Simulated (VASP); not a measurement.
# BeZn3Se4 (I-42m) in VASP: a series of runs

Runs on BeZn3Se4. Level: PBE. Tasks: single point.

All numbers are computed with VASP 6.6.1; they aren't measurements. Logs are shortened: lines on timing, memory, paths and dates and some standing lists are left out, and cuts for length are marked.

## 1. The cell of the first run

Symmetry: I-42m, No. 121, tetragonal system. The conventional cell has a = 5.538 Å, b = 5.538 Å, c = 11.039 Å, α = 90.00°, β = 90.00°, γ = 90.00°. Be (site symmetry -42m) has 4 Se at 2.24 Å within 3.0 Å. Within 3.2 Å of Zn (site symmetry -4) lie 4 Se at 2.45 Å. Within 3.3 Å of Zn (site symmetry -42m) lie 4 Se at 2.46 Å. Within 3.0 Å of Se (site symmetry m) lie 1 Be at 2.24 Å and 3 Zn at 2.45 to 2.46 Å.

## 2. Single point, PBE (volume scaled by 0.97, then relaxed in part)

The input, INCAR:

```
SYSTEM = BeZn3Se4
PREC = Accurate
ENCUT = 520
EDIFF = 1E-6
ISMEAR = 0
SIGMA = 0.02
LREAL = .FALSE.
LASPH = .TRUE.
NELM = 80
ALGO = Normal
ISIF = 2
LWAVE = .FALSE.
LCHARG = .FALSE.
GGA = PE
NBANDS = 41
```

The input, KPOINTS:

```
Automatic mesh
0
G
  8 8 8
  0 0 0
```

The input, POSCAR:

```
BeZn3Se4
1.0
   -2.7690186247      2.7690186247      5.5196646215
    2.7690186247     -2.7690186247      5.5196646215
    2.7690186247      2.7690186247     -5.5196646215
Be Zn Se
1 3 4
Direct
    0.0000000000      0.0000000000      0.0000000000
    0.7500000000      0.2500000000      0.5000000000
    0.5000000000      0.5000000000      0.0000000000
    0.2500000000      0.7500000000      0.5000000000
    0.8851578883      0.3505879367      0.0000000000
    0.6494120633      0.6494120633      0.5345699517
    0.3505879367      0.8851578883      0.0000000000
    0.1148421117      0.1148421117      0.4654300483
```

Potentials or basis: VASP PAW PBE potentials, release 64 (Be, Zn, Se).

Launch:

```bash
cat potpaw_PBE.64/Be/POTCAR potpaw_PBE.64/Zn/POTCAR potpaw_PBE.64/Se/POTCAR > POTCAR
mpirun -np 1 vasp_std > vasp.out
```

OUTCAR:

```text
SYSTEM = BeZn3Se4
   PREC = Accurate
   ENCUT = 520
   EDIFF = 1E-6
   ISMEAR = 0
   LREAL = .FALSE.
   LASPH = .TRUE.
   NELM = 80
   ISIF = 2
   GGA = PE

 ion  position               nearest neighbor table
   1  0.000  0.000  0.000-   8 2.24   7 2.24   5 2.24   6 2.24
   2  0.750  0.250  0.500-   6 2.45   5 2.45   7 2.45   8 2.45
   3  0.500  0.500  0.000-   5 2.46   7 2.46   8 2.46   6 2.46
   4  0.250  0.750  0.500-   6 2.45   7 2.45   5 2.45   8 2.45
   5  0.885  0.351  0.000-   1 2.24   4 2.45   2 2.45   3 2.46
   6  0.649  0.649  0.535-   1 2.24   2 2.45   4 2.45   3 2.46
   7  0.351  0.885  0.000-   1 2.24   2 2.45   4 2.45   3 2.46
   8  0.115  0.115  0.465-   1 2.24   2 2.45   4 2.45   3 2.46

  LATTYP: Found a body centered tetragonal cell.
 ALAT       =     5.5380372494
 C/A-ratio  =     1.9933649316

  Lattice vectors:

 A1 = (  -2.7690186247,   2.7690186247,   5.5196646215)
 A2 = (   2.7690186247,  -2.7690186247,   5.5196646215)
 A3 = (   2.7690186247,   2.7690186247,  -5.5196646215)

Analysis of symmetry for initial positions (statically):
=====================================================================
 Subroutine PRICEL returns:
 Original cell was already a primitive cell.

 Routine SETGRP: Setting up the symmetry group for a
 body centered tetragonal supercell.

 Subroutine GETGRP returns: Found  8 space group operations
 (whereof  8 operations were pure point group operations)
 out of a pool of 16 trial point group operations.

The static configuration has the point symmetry D_2d.

Analysis of symmetry for dynamics (positions and initial velocities):
=====================================================================
 Subroutine PRICEL returns:
 Original cell was already a primitive cell.

 Routine SETGRP: Setting up the symmetry group for a
 body centered tetragonal supercell.

 Subroutine GETGRP returns: Found  8 space group operations
 (whereof  8 operations were pure point group operations)
 out of a pool of 16 trial point group operations.

The dynamic configuration has the point symmetry D_2d.

 Subroutine INISYM returns: Found  8 space group operations
 (whereof  8 operations are pure point group operations),
 and found     1 'primitive' translations

----------------------------------------------------------------------------------------

                                     Primitive cell

  volume of cell :     169.2873

[... 105 lines left out ...]
   NFREE  =      0    steps in history (QN), initial steepest desc. (CG)
   ISIF   =      2    stress and relaxation
   ISYM   =      2    0-nonsym 1-usesym 2-fastsym
   POTIM  = 0.5000    time-step for ionic-motion
   TEBEG  =    0.0;   TEEND  =   0.0 temperature during run
   PSTRESS=    0.0 pullay stress
   NELECT =      62.0000    total number of electrons
   NUPDOWN=      -1.0000    fix difference up-down
   EMIN   =  10.00;   EMAX   =-10.00  energy-range for DOS
   EFERMI =   0.00;   METHOD = LEGACY
   ISMEAR =     0;   SIGMA  =   0.02  broadening in eV -4-tet -1-fermi 0-gaus
   EFERMI_NEDOS =   21; number of points for ismear=-14 and -15
   IALGO  =     38    algorithm
   IMIX   =      4    mixing-type and parameters
     AMIX     =   0.40;   BMIX     =  1.00
     AMIX_MAG =   1.60;   BMIX_MAG =  1.00
  volume/ion in A,a.u.               =      21.16       142.80
  Fermi-wavevector in a.u.,A,eV,Ry     =   1.171289  2.213415 18.666064  1.371917
  Thomas-Fermi vector in A             =   2.307735
   LORBIT       =      0    0 simple, 1 ext, 2 COOP (PROOUT), +10 PAW based schemes
   GGA     = PE    functional components
   LHFCALC =     F    Hartree Fock is set to
   AEXX    =    0.0000 exact exchange contribution
   IVDW    =     0    specifies the selected vdW correction
   LEPSILON=     F    determine dielectric tensor
   LRPA    =     F    only Hartree local field effects (RPA)
 non-spin polarized calculation
 Gauss-broadening in eV      SIGMA  =   0.02
  energy-cutoff  :      520.00
  volume of cell :      169.29
 maximum number of plane-waves:      4582
   NGX = 25   NGY = 25   NGZ = 25

 number of electron      62.0000047 magnetization

 Free energy of the ion-electron system (eV)
  ---------------------------------------------------
  ext. energy  EPLUGINS =         0.00000000
  ---------------------------------------------------
  free energy    TOTEN  =       -26.82773347 eV

  energy without entropy =      -26.82773347  energy(sigma->0) =      -26.82773347

 E-fermi :   2.1357     XC(G=0):  -9.3939

 val. band max:        2.0212804809   @ k =   0.0000   0.0000   0.0000
 cond. band min:       3.9049113558   @ k =   0.0000   0.0000   0.0000
 fundamental gap:      1.8836308749
 Fermi energy:         2.1356970390

 k-point     1 :       0.0000    0.0000    0.0000
  band No.  band energies     occupation
      1     -11.3798      2.00000
      2     -10.1384      2.00000
      3     -10.1215      2.00000
      4     -10.1215      2.00000
      5      -4.4833      2.00000
      6      -4.4452      2.00000
[... 1045 lines left out ...]
     40       8.9698      0.00000
     41       8.9727      0.00000

 [... further k-points ...]

------------------------ aborting loop because EDIFF is reached ----------------------------------------

  FORCE on cell =-STRESS in cart. coord.  units (eV):
  Direction    XX          YY          ZZ          XY          YZ          ZX
  --------------------------------------------------------------------------------------
  -------------------------------------------------------------------------------------
  Total        2.3792651      2.3792651      2.3734779      0.0000000     -0.0000000      0.0000000
  in kB       22.5179563     22.5179563     22.4631855      0.0000000     -0.0000000      0.0000000
  external PRESSURE =      22.4996994 kB  Pullay stress =       0.0000000 kB

 VOLUME and BASIS-vectors are now :
 -----------------------------------------------------------------------------
  energy-cutoff  :      520.00
  volume of cell :      169.29
      direct lattice vectors                 reciprocal lattice vectors
    -2.769018625  2.769018625  5.519664621     0.000000000  0.180569389  0.090585214
     2.769018625 -2.769018625  5.519664621     0.180569389  0.000000000  0.090585214
     2.769018625  2.769018625 -5.519664621     0.180569389  0.180569389  0.000000000

 POSITION                                       TOTAL-FORCE (eV/Angst)
 -----------------------------------------------------------------------------------
      0.00000      0.00000      0.00000         0.000000      0.000000      0.000000
     -0.00000      2.76902      2.75983         0.000000     -0.000000      0.000000
      0.00000      0.00000      5.51966         0.000000      0.000000      0.000000
      2.76902     -0.00000      2.75983         0.000000      0.000000      0.000000
     -1.48023      1.48023      6.82090        -0.008584      0.008584     -0.007331
      1.48023      1.48023      4.21843         0.008584      0.008584      0.007331
      1.48023     -1.48023      6.82090         0.008584     -0.008584     -0.007331
      1.28878      1.28878     -1.30124        -0.008584     -0.008584      0.007331
 -----------------------------------------------------------------------------------
    total drift:                                0.000020      0.000020      0.000026

  FREE ENERGIE OF THE ION-ELECTRON SYSTEM (eV)
  ---------------------------------------------------
  free  energy   TOTEN  =       -26.8277334695 eV

  energy  without entropy=      -26.8277334695  energy(sigma->0) =      -26.82773347
```

Wall time 6.1 min (1 thread of Intel Xeon 6975P-C (Granite Rapids), shared host); peak memory 0.57 GiB.

What came out:

```yaml
Free_energy: -26.8277 eV
Pressure: 2.2 GPa
Largest_force: 0.014 eV/Å
Band_gap_on_the_k_mesh: 1.88 eV, direct
```

Forces in eV/Å, atoms in the order of the input:
```
Be   0.000  0.000  0.000
Zn   0.000  0.000  0.000
Zn   0.000  0.000  0.000
Zn   0.000  0.000  0.000
Se  -0.009  0.009 -0.007
Se   0.009  0.009  0.007
Se   0.009 -0.009 -0.007
Se  -0.009 -0.009  0.007
```

Caveat: the cell differs from its parent crystal (volume scaled by 0.97, then relaxed in part). A k mesh can miss the band edges.

## 3. Single point, PBE

This run uses another cell than the first one, of 21.82 Å³/atom, 1.031 times its volume.

The input, INCAR:

```
SYSTEM = BeZn3Se4
PREC = Accurate ; ENCUT = 520
EDIFF = 1E-6 ; ISMEAR = 0
SIGMA = 0.02 ; LREAL = .False.
LASPH = .True. ; NELM = 80
ALGO = Normal ; ISIF = 2
LWAVE = .False. ; LCHARG = .False.
GGA = PE ; NBANDS = 41
```

The input, KPOINTS:

```
Automatic mesh
0
Gamma
  8 8 8
  0 0 0
```

The input, POSCAR:

```
BeZn3Se4
1.0
   -2.7971500059      2.7971500059      5.5764934339
    2.7971500059     -2.7971500059      5.5764934339
    2.7971500059      2.7971500059     -5.5764934339
Be Zn Se
1 3 4
Direct
    0.0000000000      0.0000000000      0.0000000000
    0.7500000000      0.2500000000      0.5000000000
    0.5000000000      0.5000000000      0.0000000000
    0.2500000000      0.7500000000      0.5000000000
    0.8850420761      0.3508940681      0.0000000000
    0.6491059319      0.6491059319      0.5341480080
    0.3508940681      0.8850420761      0.0000000000
    0.1149579239      0.1149579239      0.4658519920
```

Potentials or basis: VASP PAW PBE potentials, release 64 (Be, Zn, Se).

Launch:

```bash
cat potpaw_PBE.64/Be/POTCAR potpaw_PBE.64/Zn/POTCAR potpaw_PBE.64/Se/POTCAR > POTCAR
mpirun -np 1 vasp_std > vasp.out
```

Wall time 7.6 min (1 thread of Intel Xeon 6975P-C (Granite Rapids), shared host); peak memory 0.62 GiB.

Results (log left out):

| Property | Result |
| --- | --- |
| Free energy | -26.8672 eV |
| Pressure | 0.2 GPa |
| Largest force | 0.013 eV/Å |
| Band gap on the k mesh | 1.75 eV, direct |

Forces in eV/Å, atoms in the order of the input:
```
Be   0.000  0.000  0.000
Zn   0.000  0.000  0.000
Zn   0.000  0.000  0.000
Zn   0.000  0.000  0.000
Se  -0.008  0.008 -0.006
Se   0.008  0.008  0.006
Se   0.008 -0.008 -0.006
Se  -0.008 -0.008  0.006
```

Levels at points of the mesh, in eV from the valence-band top:
```csv
k point,band 29,band 30,band 31,band 32,band 33,band 34
"(0.00, 0.00, 0.00)",-0.06,0.00,0.00,1.75,2.94,3.37
"(0.50, 0.00, 0.00)",-1.54,-0.98,-0.78,3.92,4.36,4.79
"(0.50, 0.50, 0.00)",-0.82,-0.71,-0.57,2.61,2.74,4.35
"(0.50, 0.50, 0.50)",-1.38,-1.09,-1.09,3.03,3.03,3.23
```

A k mesh can miss the band edges. Expect the measured gap to be larger: semilocal functionals such as PBE lack the derivative discontinuity.

## 4. Single point, PBE (volume scaled by 1.10, then relaxed in part)

The input, INCAR:

```
PREC     = Accurate       # precision mode
ENCUT    = 520            # plane-wave cutoff, eV
EDIFF    = 1E-6           # SCF threshold, eV
ISMEAR   = 0              # smearing method
SIGMA    = 0.02           # smearing width, eV
LREAL    = F              # projectors in reciprocal space
LASPH    = T              # aspherical terms in the spheres
NELM     = 60             # most SCF steps
ALGO     = Normal         # electronic algorithm
ISIF     = 2              # what is computed and relaxed
LWAVE    = F              # write WAVECAR
LCHARG   = F              # write CHGCAR
GGA      = PE             # functional
NBANDS   = 41             # bands
```

The input, KPOINTS:

```
regular mesh
0
Gamma
  8 8 8
```

The input, POSCAR:

```
BeZn3Se4
1.0
   -2.8869777831      2.8869777831      5.7583560100
    2.8869777831     -2.8869777831      5.7583560100
    2.8869777831      2.8869777831     -5.7583560100
Be Zn Se
1 3 4
Direct
    0.0000000000      0.0000000000      0.0000000000
    0.7500000000      0.2500000000      0.5000000000
    0.5000000000      0.5000000000      0.0000000000
    0.2500000000      0.7500000000      0.5000000000
    0.8849274956      0.3515525028      0.0000000000
    0.6484474972      0.6484474972      0.5333749928
    0.3515525028      0.8849274956      0.0000000000
    0.1150725044      0.1150725044      0.4666250072
```

Launch:

```bash
cat potpaw_PBE.64/Be/POTCAR potpaw_PBE.64/Zn/POTCAR potpaw_PBE.64/Se/POTCAR > POTCAR
mpirun -np 1 vasp_std > vasp.out
```

Wall time 5.3 min (1 thread of Intel Xeon 6975P-C (Granite Rapids), shared host); peak memory 0.64 GiB.

It converged, with:

```yaml
Free_energy: -26.6082 eV
Pressure: -4.6 GPa
Largest_force: 0.007 eV/Å
Band_gap_on_the_k_mesh: 1.34 eV, direct
```

Forces in eV/Å, atoms in the order of the input:
```
Be   0.000  0.000  0.000
Zn   0.000  0.000  0.000
Zn   0.000  0.000  0.000
Zn   0.000  0.000  0.000
Se  -0.002  0.002 -0.006
Se   0.002  0.002  0.006
Se   0.002 -0.002 -0.006
Se  -0.002 -0.002  0.006
```

Levels at points of the mesh, in eV from the valence-band top:
| k point | band 29 | band 30 | band 31 | band 32 | band 33 | band 34 |
| --- | --- | --- | --- | --- | --- | --- |
| (0.00, 0.00, 0.00) | -0.04 | 0.00 | 0.00 | 1.34 | 3.12 | 3.32 |
| (0.50, 0.00, 0.00) | -1.32 | -0.84 | -0.67 | 3.62 | 3.92 | 4.57 |
| (0.50, 0.50, 0.00) | -0.70 | -0.61 | -0.49 | 2.40 | 2.54 | 4.13 |
| (0.50, 0.50, 0.50) | -1.18 | -0.92 | -0.92 | 3.19 | 3.20 | 3.20 |

Caveat: the cell differs from its parent crystal (volume scaled by 1.10, then relaxed in part).

## 5. Summary

```tsv
cell	gap on the mesh (eV)	pressure (GPa)	largest force (eV/Å)
a = 6.768 Å, angles 131.7, 131.7, 70.7°, 8 atoms	1.88	2.2	0.01
a = 6.837 Å, angles 131.7, 131.7, 70.7°, 8 atoms	1.75	0.2	0.01
a = 7.059 Å, angles 131.7, 131.7, 70.7°, 8 atoms	1.34	-4.6	0.01
```

Alike in all rows: task single point; level PBE; potentials or basis VASP PAW PBE potentials, release 64 (Be, Zn, Se); no spin polarisation; k mesh 8 × 8 × 8; cutoff (eV) 520; smearing gaussian 0.02 eV.

Absolute energies hang on the potentials; compare differences alone.
